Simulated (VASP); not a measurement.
Write the native input for VASP 6.6.1 that does the following.

* Task: single point
* Functional: PBE
* Potentials or basis: VASP PAW PBE potentials, release 64 (Al, H)
* Cutoff: 520 eV
* k mesh: 2 × 2 × 2
* Occupations: gaussian, width 0.15 eV
* Spin: no spin polarisation
* Dipole correction: no
* Further INCAR settings: LREAL = Auto; ALGO = Normal; EDIFF = 1e-06; NBANDS = 70

The structure of Al32H (a cell with a defect) lies in POSCAR:

```
Al32H
1.0
    8.1000000000      0.0000000000      0.0000000000
    0.0000000000      8.1000000000      0.0000000000
    0.0000000000      0.0000000000      8.1000000000
Al H
32 1
Direct
    0.4999725028      0.0000065633      0.0003724092
    0.7491490732      0.2508537728      0.0008479031
    0.7494363182      0.0000050035      0.2499467993
   -0.0000074624     -0.0000008511      0.0000446526
    0.2508320274      0.2508300265      0.0008316403
    0.4999764332      0.4999976526     -0.0042056709
    0.7491472174      0.7491448606      0.0008484234
    0.2504223262      0.0000061788      0.2499518646
    0.4999775397      0.2455378128      0.2499620953
    0.7546880055      0.4999978256      0.2499630273
    0.4999674359      0.0000045883      0.4993899615
    0.7491468351      0.2508467371      0.4991455172
    0.7499044273     -0.0000001915      0.7499986108
    0.0000646733      0.4999972581      0.0003691486
    0.2508349216      0.7491675645      0.0008342083
    0.0000558530      0.2504841027      0.2499495632
    0.2456929276      0.4999977078      0.2499611141
    0.4999776599      0.7545012512      0.2499622974
    0.0000005902     -0.0000000269      0.4998987656
    0.2508530275      0.2508582624      0.4991430300
    0.4999783575      0.4999978506      0.5048463472
    0.7491487247      0.7491539468      0.4991470454
    0.2500617435     -0.0000006878      0.7499905513
    0.4999700855      0.2504787069      0.7500940819
    0.7494441165      0.4999968446      0.7500833739
    0.0000546801      0.7495013582      0.2499490454
    0.0000454602      0.4999967410      0.4993926117
    0.2508524052      0.7491411508      0.4991422825
   -0.0000036696      0.2500803632      0.7499941808
    0.2504134940      0.4999971494      0.7501025890
    0.4999697776      0.7495066845      0.7500921066
   -0.0000031732      0.7499161547      0.7499950064
    0.5027906655      0.5002864376      0.2546853169
```

These files were run (other wordings do the same):

INCAR

```
PREC = Accurate
ENCUT = 520
EDIFF = 1E-6
ISMEAR = 0
SIGMA = 0.15
LREAL = Auto
LASPH = T
NELM = 80
ALGO = Normal
ISIF = 2
LWAVE = F
LCHARG = T
GGA = PE
LELF = T
LVHAR = T
NBANDS = 70
```

KPOINTS

```
regular mesh
0
Gamma
  2 2 2
```

Potentials or basis: VASP PAW PBE potentials, release 64 (Al, H).

Command:

```console
$ cat potpaw_PBE.64/Al/POTCAR potpaw_PBE.64/H/POTCAR > POTCAR
$ mpirun -np 1 vasp_std > vasp.out
```

It gave:

```json
{"Pressure": "0.1 GPa", "Largest force": "0.022 eV/Å", "Band gap on the k mesh": "zero (an odd number of electrons rules out a gap without spin polarisation)"}
```

Caveat: the k points lie up to 0.39 Å⁻¹ apart, too coarse for converged energies and pressures of a metal.

Run time: 5.3 min on 1 thread of Intel(R) Xeon(R) Platinum 8259CL CPU @ 2.50GHz (Skylake/Cascade Lake), on a shared host, peak memory 0.56 GiB.
